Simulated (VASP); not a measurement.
# LiH in VASP: further runs

Runs on LiH. Level: HSE06. Tasks: single point.

All numbers are computed with VASP 6.6.1; they aren't measurements. Logs are shortened: lines on timing, memory, paths and dates and some standing lists are left out, and cuts for length are marked.

## (1) The cell of the first run

Symmetry: Fm-3m, No. 225, cubic system. The conventional cell has a = 3.806 Å, b = 3.806 Å, c = 3.806 Å, α = 90.00°, β = 90.00°, γ = 90.00°. Li (site symmetry m-3m) has 6 H at 1.90 Å within 2.5 Å. H (site symmetry m-3m) has 6 Li at 1.90 Å within 2.5 Å.

## (2) Single point, HSE06 (strain -5.0%)

Contents of POSCAR:

```
LiH
1.0
    0.0000000000      1.9028450990      1.9028450990
    1.9028450990      0.0000000000      1.9028450990
    1.9028450990      1.9028450990      0.0000000000
Li H
1 1
Direct
    0.0000000000      0.0000000000      0.0000000000
    0.5000000000      0.5000000000      0.5000000000
```

Contents of INCAR.step1:

```
SYSTEM = LiH
PREC = Accurate ; ENCUT = 520
EDIFF = 1E-5 ; ISMEAR = 0
SIGMA = 0.01 ; LREAL = .FALSE.
LASPH = .TRUE. ; NELM = 80
ALGO = Normal ; ISIF = 2
LWAVE = .TRUE. ; LCHARG = .FALSE.
GGA = PE ; NBANDS = 9
```

Contents of INCAR.step2:

```
SYSTEM = LiH
PREC = Accurate ; ENCUT = 520
EDIFF = 1E-7 ; ISMEAR = 0
SIGMA = 0.01 ; LREAL = .FALSE.
LASPH = .TRUE. ; NELM = 80
ALGO = Normal ; ISIF = 2
LWAVE = .FALSE. ; LCHARG = .FALSE.
GGA = PE ; LHFCALC = .TRUE.
HFSCREEN = 0.2079 ; PRECFOCK = Normal
ISTART = 1 ; NBANDS = 9
```

Contents of KPOINTS:

```
Automatic mesh
0
G
  8 8 8
  0 0 0
```

Potentials or basis: VASP PAW PBE potentials, release 64 (Li_sv, H).

Started as:

```bash
cat potpaw_PBE.64/Li_sv/POTCAR potpaw_PBE.64/H/POTCAR > POTCAR
cp INCAR.step1 INCAR
mpirun -np 1 vasp_std > vasp.out
cp INCAR.step2 INCAR
mpirun -np 1 vasp_std > vasp.out
```

OUTCAR:

```text
SYSTEM = LiH
   PREC = Accurate
   ENCUT = 520
   EDIFF = 1E-7
   ISMEAR = 0
   LREAL = .FALSE.
   LASPH = .TRUE.
   NELM = 80
   ISIF = 2
   GGA = PE
   LHFCALC = .TRUE.
   HFSCREEN = 0.2079
   PRECFOCK = Normal
   ISTART = 1

 ion  position               nearest neighbor table
   1  0.000  0.000  0.000-
   2  0.500  0.500  0.500-

  LATTYP: Found a face centered cubic cell.
 ALAT       =     3.8056901980

  Lattice vectors:

 A1 = (   0.0000000000,   1.9028450990,   1.9028450990)
 A2 = (   1.9028450990,   0.0000000000,   1.9028450990)
 A3 = (   1.9028450990,   1.9028450990,   0.0000000000)

Analysis of symmetry for initial positions (statically):
=====================================================================
 Subroutine PRICEL returns:
 Original cell was already a primitive cell.

 Routine SETGRP: Setting up the symmetry group for a
 face centered cubic supercell.

 Subroutine GETGRP returns: Found 48 space group operations
 (whereof 48 operations were pure point group operations)
 out of a pool of 48 trial point group operations.

The static configuration has the point symmetry O_h .

Analysis of symmetry for dynamics (positions and initial velocities):
=====================================================================
 Subroutine PRICEL returns:
 Original cell was already a primitive cell.

 Routine SETGRP: Setting up the symmetry group for a
 face centered cubic supercell.

 Subroutine GETGRP returns: Found 48 space group operations
 (whereof 48 operations were pure point group operations)
 out of a pool of 48 trial point group operations.

The dynamic configuration has the point symmetry O_h .

 Subroutine INISYM returns: Found 48 space group operations
 (whereof 48 operations are pure point group operations),
 and found     1 'primitive' translations

----------------------------------------------------------------------------------------

                                     Primitive cell

  volume of cell :      13.7797

  direct lattice vectors                    reciprocal lattice vectors
     0.000000000  1.902845099  1.902845099    -0.262764426  0.262764426  0.262764426
     1.902845099  0.000000000  1.902845099     0.262764426 -0.262764426  0.262764426
     1.902845099  1.902845099  0.000000000     0.262764426  0.262764426 -0.262764426

  length of vectors
[... 88 lines left out ...]
   ISIF   =      2    stress and relaxation
   ISYM   =      3    0-nonsym 1-usesym 2-fastsym
   POTIM  = 0.5000    time-step for ionic-motion
   TEBEG  =    0.0;   TEEND  =   0.0 temperature during run
   PSTRESS=    0.0 pullay stress
   NELECT =       4.0000    total number of electrons
   NUPDOWN=      -1.0000    fix difference up-down
   EMIN   =  10.00;   EMAX   =-10.00  energy-range for DOS
   EFERMI =   0.00;   METHOD = LEGACY
   ISMEAR =     0;   SIGMA  =   0.01  broadening in eV -4-tet -1-fermi 0-gaus
   EFERMI_NEDOS =   21; number of points for ismear=-14 and -15
   IALGO  =     38    algorithm
   IMIX   =      1    mixing-type and parameters
     AMIX     =   0.40;   BMIX     =  1.00
     AMIX_MAG =   1.60;   BMIX_MAG =  1.00
  volume/ion in A,a.u.               =       6.89        46.50
  Fermi-wavevector in a.u.,A,eV,Ry     =   1.083964  2.048394 15.986536  1.174977
  Thomas-Fermi vector in A             =   2.220042
   LORBIT       =      0    0 simple, 1 ext, 2 COOP (PROOUT), +10 PAW based schemes
   GGA     = PE    functional components
   LHFCALC =     T    Hartree Fock is set to
   PRECFOCK=normal    Normal, Fast or Accurate (Low or Medium for compatibility)
   ENCUT4O =  -1.0   cutoff for four orbital integrals eV
   NKREDX  =     1    reduce k-point grid by
   NKREDY  =     1    reduce k-point grid by
   NKREDZ  =     1    reduce k-point grid by
   AEXX    =    0.2500 exact exchange contribution
   HFSCREEN=    0.2079 screening length (either q_TF or 0.3 A-1)
   HFSCREENC=   0.2079 screening length for correlation (either q_TF or 0.3 A-1)
   ENCUTFOCK=  -1.0 apply spherical cutoff to Coloumb kernel
   IVDW    =     0    specifies the selected vdW correction
   LEPSILON=     F    determine dielectric tensor
   LRPA    =     F    only Hartree local field effects (RPA)
 non-spin polarized calculation
 Gauss-broadening in eV      SIGMA  =   0.01
  energy-cutoff  :      520.00
  volume of cell :       13.78
 maximum number of plane-waves:       388
  NGX = 16; NGY = 16; NGZ = 16

 number of electron       3.9999992 magnetization

 Free energy of the ion-electron system (eV)
  ---------------------------------------------------
  ext. energy  EPLUGINS =         0.00000000
  ---------------------------------------------------
  free energy    TOTEN  =        -6.74688258 eV

  energy without entropy =       -6.74688258  energy(sigma->0) =       -6.74688258

 E-fermi :   0.3126     XC(G=0):  -7.5230

 val. band max:        0.1787350759   @ k =   0.5000   0.5000   0.0000
 cond. band min:       4.0328755961   @ k =   0.5000   0.5000   0.0000
 fundamental gap:      3.8541405202
 Fermi energy:         0.3125501905

 k-point     1 :       0.0000    0.0000    0.0000
  band No.  band energies     occupation
      1     -47.0057      2.00000
      2      -6.5671      2.00000
      3      20.3601      0.00000
      4      21.3530      0.00000
      5      21.3530      0.00000
      6      21.3530      0.00000
      7      26.2972      0.00000
      8      26.2972      0.00000
      9      26.2972      0.00000
[... 265 lines left out ...]
 k-point    24 :      -0.3750    0.2500    0.1250
  band No.  band energies     occupation
      1     -46.9039      2.00000
      2      -2.0523      2.00000
      3       6.6596      0.00000
      4      11.0206      0.00000
      5      16.2616      0.00000
      6      19.8082      0.00000
      7      27.1801      0.00000
      8      30.6289      0.00000
      9      31.7854      0.00000

 [... further k-points ...]
[... 5 lines left out ...]
  --------------------------------------------------------------------------------------
  -------------------------------------------------------------------------------------
  Total        0.5561431      0.5561431      0.5561431      0.0000000     -0.0000000     -0.0000000
  in kB       64.6631466     64.6631466     64.6631466      0.0000000     -0.0000000     -0.0000000
  external PRESSURE =      64.6631466 kB  Pullay stress =       0.0000000 kB

 VOLUME and BASIS-vectors are now :
 -----------------------------------------------------------------------------
  energy-cutoff  :      520.00
  volume of cell :       13.78
      direct lattice vectors                 reciprocal lattice vectors
     0.000000000  1.902845099  1.902845099    -0.262764426  0.262764426  0.262764426
     1.902845099  0.000000000  1.902845099     0.262764426 -0.262764426  0.262764426
     1.902845099  1.902845099  0.000000000     0.262764426  0.262764426 -0.262764426

 POSITION                                       TOTAL-FORCE (eV/Angst)
 -----------------------------------------------------------------------------------
      0.00000      0.00000      0.00000        -0.000000     -0.000000      0.000000
      1.90285      1.90285      1.90285         0.000000      0.000000     -0.000000
 -----------------------------------------------------------------------------------
    total drift:                                0.000000      0.000000      0.000000

  FREE ENERGIE OF THE ION-ELECTRON SYSTEM (eV)
  ---------------------------------------------------
  free  energy   TOTEN  =        -6.7468825789 eV

  energy  without entropy=       -6.7468825789  energy(sigma->0) =       -6.74688258
```

OUTCAR.step1:

```text
SYSTEM = LiH
   PREC = Accurate
   ENCUT = 520
   EDIFF = 1E-5
   ISMEAR = 0
   LREAL = .FALSE.
   LASPH = .TRUE.
[... 509 lines left out ...]
      0.00000      0.00000      0.00000        -0.000000     -0.000000     -0.000000
      1.90285      1.90285      1.90285         0.000000      0.000000      0.000000
 -----------------------------------------------------------------------------------
    total drift:                                0.000000      0.000000      0.000000

  FREE ENERGIE OF THE ION-ELECTRON SYSTEM (eV)
  ---------------------------------------------------
  free  energy   TOTEN  =        -6.0801071192 eV

  energy  without entropy=       -6.0801071192  energy(sigma->0) =       -6.08010712
```

OSZICAR.step1:

```text
N       E                     dE             d eps       ncg     rms          rms(c)
DAV:   1    -0.216088003239E+01   -0.21609E+01   -0.16175E+03   562   0.420E+02
DAV:   2    -0.627403857899E+01   -0.41132E+01   -0.40913E+01   788   0.521E+01
DAV:   3    -0.633339180169E+01   -0.59353E-01   -0.59309E-01   617   0.474E+00
DAV:   4    -0.633379968806E+01   -0.40789E-03   -0.40783E-03   728   0.311E-01
DAV:   5    -0.633380017005E+01   -0.48199E-06   -0.48198E-06   625   0.108E-02    0.299E+00
DAV:   6    -0.614388652084E+01    0.18991E+00   -0.14068E-01   579   0.121E+00    0.152E+00
DAV:   7    -0.607853800862E+01    0.65349E-01   -0.19106E-01   622   0.160E+00    0.231E-01
DAV:   8    -0.608008845666E+01   -0.15504E-02   -0.33393E-03   625   0.402E-01    0.382E-02
DAV:   9    -0.608010082783E+01   -0.12371E-04   -0.10533E-04   700   0.532E-02    0.517E-03
DAV:  10    -0.608010711920E+01   -0.62914E-05   -0.40862E-06   419   0.160E-02
   1 F= -.60801071E+01 E0= -.60801071E+01  d E =-.151697-122
```

Wall time 5.5 min (1 thread of Intel Xeon 8259CL, shared host); peak memory 0.23 GiB.

What came out:

```yaml
Free_energy: -6.7469 eV
Band_gap_on_the_k_mesh: 3.85 eV
```

Levels at points of the mesh, in eV from the valence-band top:
```
           k point  band 1  band 2  band 3  band 4  band 5  band 6
(0.00, 0.00, 0.00)  -47.18   -6.75   20.18   21.17   21.17   21.17
(0.50, 0.00, 0.00)  -47.09   -3.40    6.40   16.75   19.54   19.54
(0.50, 0.50, 0.00)  -47.07    0.00    3.85   13.01   13.01   16.34
```

Caveat: the cell differs from its parent crystal (strain -5.0%); the cutoff is under 1.25 times the usual one of these potentials, so pressure, stress and relaxed cells hold a basis-set (Pulay) error; the PAW data sets were made with another functional, which shifts forces and pressure a little. A k mesh can miss the band edges.

[end of part 1 of 2]
